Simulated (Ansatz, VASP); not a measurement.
Two plane-wave programs on Si

```
CELL_PARAMETERS angstrom
0.00000 2.56285 2.96444
2.56285 0.00000 2.96444
2.56285 2.56285 0.00000
ATOMIC_POSITIONS crystal
Si 0.50000 0.50000 0.50000
Si 0.75000 0.75000 0.75000
```

Alike in both runs: task single point; functional PBE; k mesh 10 × 10 × 10; occupations gaussian, width 0.05 eV; no spin polarisation.

|  | VASP | Ansatz |
| --- | --- | --- |
| version | VASP 6.6.1 | Ansatz 0.2.0 |
| potentials or method | VASP PAW PBE potentials, release 64 (Si), cutoff 520 eV | scalar-relativistic, plane waves, PAW |
| valence electrons in the cell | 8 | 8 |

Ansatz gave:

```
gap on the k mesh at the Fermi level (eV)                     : none
pressure (GPa)                                                : 4.1
traceless stress, the component that is largest in VASP (GPa) : -11.38
```

Which values does VASP return?

gap on the k mesh at the Fermi level (eV): none; pressure (GPa): 4.0; traceless stress, the component that is largest in VASP (GPa): -11.41.

A gap of «none» marks a metal or a gap that the smearing closes.
